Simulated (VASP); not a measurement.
# PbS (Galena) (Fm-3m) in VASP: a series of runs, part 3 of 3

VASP 6.6.1.

## Step 5: Single point, BLYP+D4

This run uses another cell than the first one, of 27.13 Å³/atom, 1.020 times its volume.

Input file INCAR:

```
AGGAC    = 1.0          
AGGAX    = 1.0          
ALDAC    = 0.0          
ALDAX    = 1.0          
ALGO     = Normal         # electronic algorithm
EDIFF    = 1E-6           # SCF threshold, eV
ENCUT    = 520            # plane-wave cutoff, eV
GGA      = B5             # functional
ISIF     = 2              # what is computed and relaxed
ISMEAR   = -1             # smearing method
IVDW     = 13             # dispersion correction
LASPH    = T              # aspherical terms in the spheres
LCHARG   = F              # write CHGCAR
LREAL    = F              # projectors in reciprocal space
LWAVE    = F              # write WAVECAR
NBANDS   = 17             # bands
NELM     = 100            # most SCF steps
PREC     = Accurate       # precision mode
SIGMA    = 0.05           # smearing width, eV
VDW_A1   = 0.44488865   
VDW_A2   = 4.0933009    
VDW_S6   = 1.0          
VDW_S8   = 2.34076671
```

Input file KPOINTS:

```
k-points
0
Gamma
  8 8 8
```

Input file POSCAR:

```
PbS
1.0
    0.0000000000      3.0047775019      3.0047775019
    3.0047775019      0.0000000000      3.0047775019
    3.0047775019      3.0047775019      0.0000000000
Pb S
1 1
Direct
    0.0000000000      0.0000000000      0.0000000000
    0.5000000000      0.5000000000      0.5000000000
```

Potentials or basis: VASP PAW PBE potentials, release 64 (Pb_d, S).

The run is started by

```console
$ cat potpaw_PBE.64/Pb_d/POTCAR potpaw_PBE.64/S/POTCAR > POTCAR
$ mpirun -np 1 vasp_std > vasp.out
```

OUTCAR:

```text
EDIFF = 1E-6
   ENCUT = 520
   GGA = B5
   ISIF = 2
   ISMEAR = -1
   IVDW = 13
   LASPH = T
   LREAL = F
   NELM = 100
   PREC = Accurate

 ion  position               nearest neighbor table
   1  0.000  0.000  0.000-   2 3.00   2 3.00   2 3.00   2 3.00   2 3.00   2 3.00
   2  0.500  0.500  0.500-   1 3.00   1 3.00   1 3.00   1 3.00   1 3.00   1 3.00

  LATTYP: Found a face centered cubic cell.
 ALAT       =     6.0095550038

  Lattice vectors:

 A1 = (   0.0000000000,   3.0047775019,   3.0047775019)
 A2 = (   3.0047775019,   0.0000000000,   3.0047775019)
 A3 = (   3.0047775019,   3.0047775019,   0.0000000000)

Analysis of symmetry for initial positions (statically):
=====================================================================
 Subroutine PRICEL returns:
 Original cell was already a primitive cell.

 Routine SETGRP: Setting up the symmetry group for a
 face centered cubic supercell.

 Subroutine GETGRP returns: Found 48 space group operations
[... 9 lines left out ...]

 Routine SETGRP: Setting up the symmetry group for a
 face centered cubic supercell.

 Subroutine GETGRP returns: Found 48 space group operations
[... 11 lines left out ...]
                                     Primitive cell

  volume of cell :      54.2584

  direct lattice vectors                    reciprocal lattice vectors
     0.000000000  3.004777502  3.004777502    -0.166401672  0.166401672  0.166401672
     3.004777502  0.000000000  3.004777502     0.166401672 -0.166401672  0.166401672
     3.004777502  3.004777502  0.000000000     0.166401672  0.166401672 -0.166401672

  length of vectors
     4.249397095  4.249397095  4.249397095     0.288216150  0.288216150  0.288216150

  position of ions in fractional coordinates (direct lattice)
     0.000000000  0.000000000  0.000000000
     0.500000000  0.500000000  0.500000000

  ion indices of the primitive-cell ions
   primitive index   ion index
                 1           1
                 2           2

----------------------------------------------------------------------------------------

 KPOINTS: k-points

Automatic generation of k-mesh.
 Grid dimensions read from file:
 generate k-points for:    8    8    8

 Generating k-lattice:

  Cartesian coordinates                     Fractional coordinates (reciprocal lattice)
    -0.020800209  0.020800209  0.020800209     0.125000000  0.000000000  0.000000000
     0.020800209 -0.020800209  0.020800209     0.000000000  0.125000000  0.000000000
     0.020800209  0.020800209 -0.020800209     0.000000000  0.000000000  0.125000000

  Length of vectors
     0.036027019  0.036027019  0.036027019

  Shift w.r.t. Gamma in fractional coordinates (k-lattice)
     0.000000000  0.000000000  0.000000000

 Subroutine IBZKPT returns following result:
 ===========================================

 Found     29 irreducible k-points:

 Following reciprocal coordinates:
            Coordinates               Weight
  0.000000  0.000000  0.000000      1.000000
  0.125000  0.000000  0.000000      8.000000
  0.250000  0.000000  0.000000      8.000000
  0.375000  0.000000  0.000000      8.000000
  0.500000  0.000000  0.000000      4.000000
  0.125000  0.125000  0.000000      6.000000
[... 16 lines left out ...]
  0.500000  0.250000  0.125000     48.000000
 -0.375000  0.250000  0.125000     24.000000
 [... further k-points ...]
   k-points           NKPTS =     29   k-points in BZ     NKDIM =     29   number of bands    NBANDS=     17
   number of dos      NEDOS =    301   number of ions     NIONS =      2
   total plane-waves  NPLWV =  32768
   dimension x,y,z NGX =    32 NGY =   32 NGZ =   32
   dimension x,y,z NGXF=    64 NGYF=   64 NGZF=   64
   ions per type =               1   1
   NGX,Y,Z   is equivalent  to a cutoff of  12.52, 12.52, 12.52 a.u.
   NGXF,Y,Z  is equivalent  to a cutoff of  25.04, 25.04, 25.04 a.u.
 SYSTEM =  unknown system
   PREC   = accura    normal or accurate (medium, high low for compatibility)
   ISTART =      0    job   : 0-new  1-cont  2-samecut
   ICHARG =      2    charge: 1-file 2-atom 10-const
   ISPIN  =      1    spin polarized calculation?
   LNONCOLLINEAR =      F non collinear calculations
   LSORBIT =      F    spin-orbit coupling
   LASPH  =      T    aspherical Exc in radial PAW
   ENCUT  =  520.0 eV  38.22 Ry    6.18 a.u.   7.90  7.90  7.90*2*pi/ulx,y,z
   NELM   =    100;   NELMIN=  2; NELMDL= -5     # of ELM steps
   EDIFF  = 0.1E-05   stopping-criterion for ELM
   LREAL  =      F    real-space projection
   EDIFFG = 0.1E-04   stopping-criterion for IOM
   NSW    =      0    number of steps for IOM
   IBRION =     -1    ionic relax: 0-MD 1-quasi-New 2-CG
   NFREE  =      0    steps in history (QN), initial steepest desc. (CG)
   ISIF   =      2    stress and relaxation
   ISYM   =      2    0-nonsym 1-usesym 2-fastsym
   POTIM  = 0.5000    time-step for ionic-motion
   TEBEG  =    0.0;   TEEND  =   0.0 temperature during run
   PSTRESS=    0.0 pullay stress
   NELECT =      20.0000    total number of electrons
   NUPDOWN=      -1.0000    fix difference up-down
   EMIN   =  10.00;   EMAX   =-10.00  energy-range for DOS
   EFERMI =   0.00;   METHOD = LEGACY
   ISMEAR =    -1;   SIGMA  =   0.05  broadening in eV -4-tet -1-fermi 0-gaus
   EFERMI_NEDOS =   21; number of points for ismear=-14 and -15
   IALGO  =     38    algorithm
   IMIX   =      4    mixing-type and parameters
     AMIX     =   0.40;   BMIX     =  1.00
     AMIX_MAG =   1.60;   BMIX_MAG =  1.00
  volume/ion in A,a.u.               =      27.13       183.08
  Fermi-wavevector in a.u.,A,eV,Ry     =   1.173805  2.218169 18.746345  1.377817
  Thomas-Fermi vector in A             =   2.310212
   LORBIT       =      0    0 simple, 1 ext, 2 COOP (PROOUT), +10 PAW based schemes
   GGA     = B5    functional components
   LHFCALC =     F    Hartree Fock is set to
   AEXX    =    0.0000 exact exchange contribution
   IVDW    =    13    specifies the selected vdW correction
   LEPSILON=     F    determine dielectric tensor
   LRPA    =     F    only Hartree local field effects (RPA)
 non-spin polarized calculation
  energy-cutoff  :      520.00
  volume of cell :       54.26
 maximum number of plane-waves:      1476
   NGX = 15   NGY = 15   NGZ = 15

 number of electron      20.0000003 magnetization

 Free energy of the ion-electron system (eV)
  ---------------------------------------------------
  ext. energy  EPLUGINS =         0.00000000
  ---------------------------------------------------
  free energy    TOTEN  =        -7.72351435 eV

  energy without entropy =       -7.72348768  energy(sigma->0) =       -7.72350102

 E-fermi :   5.9840     XC(G=0):  -8.9417

 val. band max:        5.6830827886   @ k =   0.5000   0.0000   0.0000
 cond. band min:       6.2848682840   @ k =   0.5000   0.0000   0.0000
 fundamental gap:      0.6017854954
 Fermi energy:         5.9839911823

 k-point     1 :       0.0000    0.0000    0.0000
  band No.  band energies     occupation
      1     -11.0359      2.00000
      2     -11.0359      2.00000
      3     -11.0359      2.00000
      4     -11.0222      2.00000
      5     -11.0222      2.00000
      6      -7.4943      2.00000
[... 9 lines left out ...]
     16      12.7527      0.00000
     17      14.9004      0.00000

 k-point     2 :       0.1250    0.0000    0.0000
  band No.  band energies     occupation
      1     -11.0352      2.00000
      2     -11.0334      2.00000
      3     -11.0334      2.00000
      4     -11.0227      2.00000
      5     -11.0227      2.00000
      6      -7.3699      2.00000
[... 9 lines left out ...]
     16      13.0929      0.00000
     17      15.9324      0.00000

 k-point     3 :       0.2500    0.0000    0.0000
  band No.  band energies     occupation
      1     -11.0385      2.00000
      2     -11.0385      2.00000
      3     -11.0337      2.00000
      4     -11.0129      2.00000
      5     -11.0129      2.00000
      6      -7.0257      2.00000
[... 392 lines left out ...]
 k-point    23 :       0.5000    0.2500    0.1250
  band No.  band energies     occupation
      1     -11.0737      2.00000
      2     -11.0341      2.00000
      3     -11.0291      2.00000
      4     -11.0065      2.00000
      5     -10.9972      2.00000
      6      -6.3477      2.00000
[... 9 lines left out ...]
     16      16.1303      0.00000
     17      17.1267      0.00000

 k-point    24 :      -0.3750    0.2500    0.1250
  band No.  band energies     occupation
      1     -11.0783      2.00000
      2     -11.0363      2.00000
      3     -11.0216      2.00000
      4     -11.0107      2.00000
      5     -10.9932      2.00000
      6      -6.1545      2.00000
[... 9 lines left out ...]
     16      16.7707      0.00000
     17      17.0686      0.00000

 [... further k-points ...]

------------------------ aborting loop because EDIFF is reached ----------------------------------------

  DFT-D4 for vdW energy calculation

  Edisp (eV):   -1.36672

  FORCE on cell =-STRESS in cart. coord.  units (eV):
  Direction    XX          YY          ZZ          XY          YZ          ZX
  --------------------------------------------------------------------------------------
  -------------------------------------------------------------------------------------
  Total       0.13365     0.13365     0.13365     0.00000     0.00000     0.00000
  in kB       3.94660     3.94660     3.94660     0.00000     0.00000     0.00000
  external pressure =        3.95 kB  Pullay stress =        0.00 kB

 VOLUME and BASIS-vectors are now :
 -----------------------------------------------------------------------------
  energy-cutoff  :      520.00
  volume of cell :       54.26
      direct lattice vectors                 reciprocal lattice vectors
     0.000000000  3.004777502  3.004777502    -0.166401672  0.166401672  0.166401672
     3.004777502  0.000000000  3.004777502     0.166401672 -0.166401672  0.166401672
     3.004777502  3.004777502  0.000000000     0.166401672  0.166401672 -0.166401672

 POSITION                                       TOTAL-FORCE (eV/Angst)
 -----------------------------------------------------------------------------------
      0.00000      0.00000      0.00000         0.000000      0.000000     -0.000000
      3.00478      3.00478      3.00478        -0.000000     -0.000000      0.000000
 -----------------------------------------------------------------------------------
    total drift:                                0.000000     -0.000000     -0.000000

  FREE ENERGIE OF THE ION-ELECTRON SYSTEM (eV)
  ---------------------------------------------------
  free  energy   TOTEN  =        -9.0902376227 eV

  energy  without entropy=       -9.0902109584  energy(sigma->0) =       -9.09022429
```

Wall time 31 s (1 thread of Intel Xeon Platinum 8488C (Sapphire Rapids), shared host); peak memory 0.18 GiB.

Results:

```
Free energy                : -9.0902 eV
Pressure                   : 0.4 GPa
Band gap on the k mesh     : 0.60 eV, direct
Dispersion energy per atom : -0.683 eV
```

Levels at points of the mesh, in eV from the valence-band top:
| k point | band 6 | band 7 | band 8 | band 9 | band 10 | band 11 | band 12 | band 13 | band 14 | band 15 |
| --- | --- | --- | --- | --- | --- | --- | --- | --- | --- | --- |
| (0.00, 0.00, 0.00) | -13.18 | -6.14 | -1.92 | -1.92 | -1.92 | 5.04 | 5.04 | 5.04 | 7.07 | 7.07 |
| (0.50, 0.00, 0.00) | -12.03 | -8.63 | -1.54 | -1.54 | 0.00 | 0.60 | 2.08 | 2.08 | 8.99 | 10.34 |
| (0.50, 0.50, 0.00) | -11.67 | -7.20 | -4.73 | -3.10 | -3.10 | 4.38 | 5.49 | 5.50 | 5.50 | 11.28 |

Caveat: the PAW data sets were made with another functional, which shifts forces and pressure a little; spin-orbit coupling is left out, which moves the levels of the heavy elements.

## Step 6: Summary

| level | potentials or basis | cell | gap on the mesh (eV) | pressure (GPa) |
| --- | --- | --- | --- | --- |
| LDA | VASP PAW LDA potentials, release 64 (Pb_d, S) | a = 4.222 Å, angles 60.0°, 2 atoms | 0.28 | -3.6 |
| RPBE | VASP PAW PBE potentials, release 64 (Pb_d, S) | a = 4.249 Å, angles 60.0°, 2 atoms | 0.60 | 1.8 |
| revPBE+D3(BJ) | VASP PAW PBE potentials, release 64 (Pb_d, S) | a = 4.249 Å, angles 60.0°, 2 atoms | 0.57 | -2.5 |
| BLYP+D4 | VASP PAW PBE potentials, release 64 (Pb_d, S) | a = 4.249 Å, angles 60.0°, 2 atoms | 0.60 | 0.4 |

Alike in all rows: task single point; no spin polarisation; k mesh 8 × 8 × 8; cutoff (eV) 520; smearing fermi-dirac 0.05 eV.

Caveats: spin-orbit coupling is left out, which moves the levels of the heavy elements; the PAW data sets were made with another functional, which shifts forces and pressure a little (some runs).

Absolute energies hang on the potentials; compare differences alone.
